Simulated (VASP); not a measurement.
# Ti (P6_3/mmc) in VASP: notebook

Runs on Ti. Level: PBEsol. Tasks: single point.

Everything below comes from runs of VASP 6.6.1. Logs are shortened: lines on timing, memory, paths and dates and some standing lists are left out, and cuts for length are marked.

## 1. The cell of the first run

Symmetry: P6_3/mmc, No. 194, hexagonal system. The conventional cell has a = 2.933 Å, b = 2.933 Å, c = 9.387 Å, α = 90.00°, β = 90.00°, γ = 120.00°. Within 3.8 Å of Ti (site symmetry -3m) lie 12 Ti at 2.89 to 2.93 Å. Within 3.8 Å of Ti (site symmetry -6m2) lie 12 Ti at 2.89 to 2.93 Å.

## 2. Single point, PBEsol (17.49 Å³/atom)

INCAR

```
ALGO = Normal
EDIFF = 1E-6
ENCUT = 520
GGA = PS
ISIF = 2
ISMEAR = -1
LASPH = True
LCHARG = True
LELF = True
LREAL = False
LVHAR = True
LWAVE = False
NBANDS = 32
NELM = 80
PREC = Accurate
SIGMA = 0.1
```

KPOINTS

```
k-points
0
Gamma
  14 14 4
```

POSCAR

```
Ti
1.0
    2.9334048576      0.0000000000      0.0000000000
   -1.4667024288      2.5404031263      0.0000000000
    0.0000000000      0.0000000000      9.3869924307
Ti
4
Direct
    0.0000000000      1.0000000000      0.0000000000
    0.0000000000      1.0000000000      0.5000000000
    0.3333333333      0.6666666667      0.2500000000
    0.6666666667      0.3333333333      0.7500000000
```

Potentials or basis: VASP PAW PBE potentials, release 64 (Ti_sv).

The run is started by

```
cat potpaw_PBE.64/Ti_sv/POTCAR > POTCAR
mpirun -np 1 vasp_std > vasp.out
```

OUTCAR:

```text
EDIFF = 1E-6
   ENCUT = 520
   GGA = PS
   ISIF = 2
   ISMEAR = -1
   LASPH = True
   LREAL = False
   NELM = 80
   PREC = Accurate

 ion  position               nearest neighbor table
   1  0.000  0.000  0.000-   3 2.89   4 2.89   4 2.89   3 2.89   4 2.89   3 2.89
   2  0.000  0.000  0.500-   3 2.89   4 2.89   4 2.89   3 2.89   4 2.89   3 2.89
   3  0.333  0.667  0.250-   1 2.89   2 2.89   1 2.89   2 2.89   1 2.89   2 2.89
   4  0.667  0.333  0.750-   1 2.89   2 2.89   1 2.89   2 2.89   1 2.89   2 2.89

  LATTYP: Found a hexagonal cell.
 ALAT       =     2.9334048576
 C/A-ratio  =     3.2000330286

  Lattice vectors:

 A1 = (   2.9334048576,   0.0000000000,   0.0000000000)
 A2 = (  -1.4667024288,   2.5404031263,   0.0000000000)
 A3 = (   0.0000000000,   0.0000000000,   9.3869924307)

Analysis of symmetry for initial positions (statically):
=====================================================================
 Subroutine PRICEL returns:
 Original cell was already a primitive cell.

 Routine SETGRP: Setting up the symmetry group for a
 hexagonal supercell.

 Subroutine GETGRP returns: Found 24 space group operations
 (whereof 12 operations were pure point group operations)
 out of a pool of 24 trial point group operations.

The static configuration has the point symmetry D_3d.
 The point group associated with its full space group is D_6h.

Analysis of symmetry for dynamics (positions and initial velocities):
=====================================================================
 Subroutine PRICEL returns:
 Original cell was already a primitive cell.

 Routine SETGRP: Setting up the symmetry group for a
 hexagonal supercell.

 Subroutine GETGRP returns: Found 24 space group operations
 (whereof 12 operations were pure point group operations)
 out of a pool of 24 trial point group operations.

The dynamic configuration has the point symmetry D_3d.
 The point group associated with its full space group is D_6h.

 Subroutine INISYM returns: Found 24 space group operations
 (whereof 12 operations are pure point group operations),
 and found     1 'primitive' translations

----------------------------------------------------------------------------------------

                                     Primitive cell

  volume of cell :      69.9522

  direct lattice vectors                    reciprocal lattice vectors
     2.933404858  0.000000000  0.000000000     0.340900779  0.196819156  0.000000000
    -1.466702429  2.540403126  0.000000000     0.000000000  0.393638313  0.000000000
     0.000000000  0.000000000  9.386992431     0.000000000  0.000000000  0.106530394

  length of vectors
     2.933404858  2.933404858  9.386992431     0.393638313  0.393638313  0.106530394

  position of ions in fractional coordinates (direct lattice)
     0.000000000  0.000000000  0.000000000
     0.000000000  0.000000000  0.500000000
     0.333333333  0.666666667  0.250000000
     0.666666667  0.333333333  0.750000000

  ion indices of the primitive-cell ions
   primitive index   ion index
                 1           1
                 2           2
                 3           3
                 4           4

----------------------------------------------------------------------------------------

 KPOINTS: k-points

Automatic generation of k-mesh.
 Grid dimensions read from file:
 generate k-points for:   14   14    4

 Generating k-lattice:

  Cartesian coordinates                     Fractional coordinates (reciprocal lattice)
     0.024350056  0.014058511  0.000000000     0.071428571  0.000000000  0.000000000
     0.000000000  0.028117022  0.000000000     0.000000000  0.071428571  0.000000000
     0.000000000  0.000000000  0.026632598     0.000000000  0.000000000  0.250000000

  Length of vectors
     0.028117022  0.028117022  0.026632598

  Shift w.r.t. Gamma in fractional coordinates (k-lattice)
     0.000000000  0.000000000  0.000000000

 Subroutine IBZKPT returns following result:
 ===========================================

 Found     72 irreducible k-points:

 Following reciprocal coordinates:
            Coordinates               Weight
  0.000000  0.000000  0.000000      1.000000
  0.071429  0.000000  0.000000      6.000000
  0.142857  0.000000  0.000000      6.000000
  0.214286  0.000000  0.000000      6.000000
  0.285714  0.000000  0.000000      6.000000
  0.357143  0.000000  0.000000      6.000000
[... 16 lines left out ...]
  0.285714  0.285714  0.000000      6.000000
  0.357143  0.285714  0.000000      6.000000
 [... further k-points ...]
   k-points           NKPTS =     72   k-points in BZ     NKDIM =     72   number of bands    NBANDS=     32
   number of dos      NEDOS =    301   number of ions     NIONS =      4
   total plane-waves  NPLWV =  40320
   dimension x,y,z NGX =    24 NGY =   24 NGZ =   70
   dimension x,y,z NGXF=    48 NGYF=   48 NGZF=  140
   ions per type =               4
   NGX,Y,Z   is equivalent  to a cutoff of  13.60, 13.60, 12.40 a.u.
   NGXF,Y,Z  is equivalent  to a cutoff of  27.20, 27.20, 24.79 a.u.
 SYSTEM =  unknown system
   PREC   = accura    normal or accurate (medium, high low for compatibility)
   ISTART =      0    job   : 0-new  1-cont  2-samecut
   ICHARG =      2    charge: 1-file 2-atom 10-const
   ISPIN  =      1    spin polarized calculation?
   LNONCOLLINEAR =      F non collinear calculations
   LSORBIT =      F    spin-orbit coupling
   LASPH  =      T    aspherical Exc in radial PAW
   ENCUT  =  520.0 eV  38.22 Ry    6.18 a.u.   5.45  5.45 17.45*2*pi/ulx,y,z
   NELM   =     80;   NELMIN=  2; NELMDL= -5     # of ELM steps
   EDIFF  = 0.1E-05   stopping-criterion for ELM
   LREAL  =      F    real-space projection
   EDIFFG = 0.1E-04   stopping-criterion for IOM
   NSW    =      0    number of steps for IOM
   IBRION =     -1    ionic relax: 0-MD 1-quasi-New 2-CG
   NFREE  =      0    steps in history (QN), initial steepest desc. (CG)
   ISIF   =      2    stress and relaxation
   ISYM   =      2    0-nonsym 1-usesym 2-fastsym
   POTIM  = 0.5000    time-step for ionic-motion
   TEBEG  =    0.0;   TEEND  =   0.0 temperature during run
   PSTRESS=    0.0 pullay stress
   NELECT =      48.0000    total number of electrons
   NUPDOWN=      -1.0000    fix difference up-down
   EMIN   =  10.00;   EMAX   =-10.00  energy-range for DOS
   EFERMI =   0.00;   METHOD = LEGACY
   ISMEAR =    -1;   SIGMA  =   0.10  broadening in eV -4-tet -1-fermi 0-gaus
   EFERMI_NEDOS =   21; number of points for ismear=-14 and -15
   IALGO  =     38    algorithm
   IMIX   =      4    mixing-type and parameters
     AMIX     =   0.40;   BMIX     =  1.00
     AMIX_MAG =   1.60;   BMIX_MAG =  1.00
  volume/ion in A,a.u.               =      17.49       118.02
  Fermi-wavevector in a.u.,A,eV,Ry     =   1.443959  2.728687 28.368388  2.085018
  Thomas-Fermi vector in A             =   2.562308
   LORBIT       =      0    0 simple, 1 ext, 2 COOP (PROOUT), +10 PAW based schemes
   GGA     = PS    functional components
   LHFCALC =     F    Hartree Fock is set to
   AEXX    =    0.0000 exact exchange contribution
   IVDW    =     0    specifies the selected vdW correction
   LEPSILON=     F    determine dielectric tensor
   LRPA    =     F    only Hartree local field effects (RPA)
 non-spin polarized calculation
  energy-cutoff  :      520.00
  volume of cell :       69.95
 maximum number of plane-waves:      1931
 NGX is ok and might be reduce to    24
   NGX = 11   NGY = 11   NGZ = 35

 number of electron      47.9999992 magnetization

 Free energy of the ion-electron system (eV)
  ---------------------------------------------------
  ext. energy  EPLUGINS =         0.00000000
  ---------------------------------------------------
  free energy    TOTEN  =       -33.23753673 eV

  energy without entropy =      -33.02481660  energy(sigma->0) =      -33.13117667

 E-fermi :   8.0512     XC(G=0): -11.6042

 val. band max:        8.0470602911   @ k =   0.2143   0.2143   0.0000
 cond. band min:       8.0548912653   @ k =   0.1429   0.0000   0.0000
 fundamental gap:      0.0078309743
 Fermi energy:         8.0512111073

 k-point     1 :       0.0000    0.0000    0.0000
  band No.  band energies     occupation
      1     -48.4951      2.00000
      2     -48.4372      2.00000
      3     -48.4223      2.00000
      4     -48.3635      2.00000
      5     -25.1472      2.00000
      6     -24.8238      2.00000
[... 24 lines left out ...]
     31       9.2411      0.00001
     32       9.2411      0.00001

 k-point     2 :       0.0714    0.0000    0.0000
  band No.  band energies     occupation
      1     -48.4900      2.00000
      2     -48.4335      2.00000
      3     -48.4186      2.00000
      4     -48.3613      2.00000
      5     -25.1361      2.00000
      6     -24.8274      2.00000
[... 24 lines left out ...]
     31       9.2681      0.00001
     32       9.3290      0.00001

 k-point     3 :       0.1429    0.0000    0.0000
  band No.  band energies     occupation
      1     -48.4756      2.00000
      2     -48.4233      2.00000
      3     -48.4084      2.00000
      4     -48.3554      2.00000
      5     -25.1041      2.00000
      6     -24.8433      2.00000
[... 24 lines left out ...]
     31       9.4847      0.00000
     32       9.5827      0.00000

 k-point     4 :       0.2143    0.0000    0.0000
  band No.  band energies     occupation
      1     -48.4542      2.00000
      2     -48.4084      2.00000
      3     -48.3936      2.00000
      4     -48.3474      2.00000
      5     -25.0555      2.00000
      6     -24.8848      2.00000
[... 654 lines left out ...]
     31      10.2616      0.00000
     32      10.9469      0.00000

 k-point    23 :       0.2857    0.2857    0.0000
  band No.  band energies     occupation
      1     -48.3632      2.00000
      2     -48.3564      2.00000
      3     -48.3418      2.00000
      4     -48.3351      2.00000
      5     -25.0221      2.00000
      6     -24.9638      2.00000
[... 24 lines left out ...]
     31      10.4814      0.00000
     32      10.6720      0.00000

 k-point    24 :       0.3571    0.2857    0.0000
  band No.  band energies     occupation
      1     -48.3558      2.00000
      2     -48.3541      2.00000
      3     -48.3395      2.00000
      4     -48.3378      2.00000
      5     -25.0140      2.00000
      6     -24.9466      2.00000
[... 24 lines left out ...]
     31      10.4782      0.00000
     32      10.7380      0.00000

 [... further k-points ...]

------------------------ aborting loop because EDIFF is reached ----------------------------------------

  FORCE on cell =-STRESS in cart. coord.  units (eV):
  Direction    XX          YY          ZZ          XY          YZ          ZX
  --------------------------------------------------------------------------------------
  -------------------------------------------------------------------------------------
  Total       -1.9241503     -1.9241503     -1.9649537      0.0000000      0.0000000      0.0000000
  in kB      -44.0705481    -44.0705481    -45.0051061      0.0000000      0.0000000      0.0000000
  external PRESSURE =     -44.3820675 kB  Pullay stress =       0.0000000 kB

 VOLUME and BASIS-vectors are now :
 -----------------------------------------------------------------------------
  energy-cutoff  :      520.00
  volume of cell :       69.95
      direct lattice vectors                 reciprocal lattice vectors
     2.933404858  0.000000000  0.000000000     0.340900779  0.196819156  0.000000000
    -1.466702429  2.540403126  0.000000000     0.000000000  0.393638313  0.000000000
     0.000000000  0.000000000  9.386992431     0.000000000  0.000000000  0.106530394

 POSITION                                       TOTAL-FORCE (eV/Angst)
 -----------------------------------------------------------------------------------
      0.00000      0.00000      0.00000        -0.000000      0.000000     -0.000000
      0.00000      0.00000      4.69350        -0.000000      0.000000     -0.000000
     -0.00000      1.69360      2.34675         0.000000     -0.000000      0.000000
      1.46670      0.84680      7.04024         0.000000      0.000000      0.000000
 -----------------------------------------------------------------------------------
    total drift:                               -0.000000      0.000000      0.000000

  FREE ENERGIE OF THE ION-ELECTRON SYSTEM (eV)
  ---------------------------------------------------
  free  energy   TOTEN  =       -33.2375367345 eV

  energy  without entropy=      -33.0248165974  energy(sigma->0) =      -33.13117667
```

Wall time 4.5 min (1 thread of Intel Xeon 8259CL, shared host); peak memory 0.26 GiB.

What came out:

- Free energy: -33.2375 eV
- Pressure: -4.4 GPa
- Band gap on the k mesh: zero (bands 24 and 25 overlap by 1.14 eV)

Stress tensor (GPa, compression positive):
```
-4.41  0.00  0.00
 0.00 -4.41  0.00
 0.00  0.00 -4.50
```

Caveat: the cell stands under tension; the PAW data sets were made with another functional, which shifts forces and pressure a little.

## 3. Single point, PBEsol (18.16 Å³/atom)

This run uses another cell than the first one, of 18.16 Å³/atom.

INCAR

```
SYSTEM = Ti
ALGO = Normal
EDIFF = 1E-6
ENCUT = 520
GGA = PS
ISIF = 2
ISMEAR = -1
LASPH = .TRUE.
LCHARG = .FALSE.
LREAL = .FALSE.
LWAVE = .FALSE.
NBANDS = 32
NELM = 60
PREC = Accurate
SIGMA = 0.1
```

KPOINTS

```
k-points
0
G
  14 14 4
  0 0 0
```

POSCAR

```
Ti
1.0
    2.9705405069      0.0000000000      0.0000000000
   -1.4852702534      2.5725635420      0.0000000000
    0.0000000000      0.0000000000      9.5058277351
Ti
4
Direct
    0.0000000000      1.0000000000      0.0000000000
    0.0000000000      1.0000000000      0.5000000000
    0.3333333333      0.6666666667      0.2500000000
    0.6666666667      0.3333333333      0.7500000000
```

Potentials or basis: VASP PAW PBE potentials, release 64 (Ti_sv).

The run is started by

```
cat potpaw_PBE.64/Ti_sv/POTCAR > POTCAR
mpirun -np 1 vasp_std > vasp.out
```

Wall time 4.3 min (1 thread of Intel Xeon 8259CL, shared host); peak memory 0.26 GiB.

It converged, with:

```yaml
Free_energy: -33.1333 eV
Pressure: -8.0 GPa
Band_gap_on_the_k_mesh: zero (bands 24 and 25 overlap by 1.09 eV)
```

Stress tensor (GPa, compression positive):
```
-7.93  0.00  0.00
 0.00 -7.93  0.00
 0.00  0.00 -8.03
```

Levels at points of the mesh, in eV from the Fermi level:
| k point | band 21 | band 22 | band 23 | band 24 | band 25 | band 26 | band 27 | band 28 |
| --- | --- | --- | --- | --- | --- | --- | --- | --- |
| (0.00, 0.00, 0.00) | 0.12 | 0.14 | 0.66 | 0.66 | 0.68 | 0.72 | 0.72 | 0.91 |
| (0.50, 0.00, 0.00) | -1.24 | -1.13 | -0.99 | -0.12 | 0.09 | 0.60 | 1.06 | 1.31 |
| (0.00, 0.00, 0.50) | 0.15 | 0.15 | 0.64 | 0.64 | 0.79 | 0.79 | 0.79 | 0.79 |
| (0.50, 0.00, 0.50) | -1.39 | -1.39 | -0.23 | -0.23 | 0.67 | 0.67 | 0.91 | 0.91 |

Caveat: the cell stands under tension; the PAW data sets were made with another functional, which shifts forces and pressure a little.
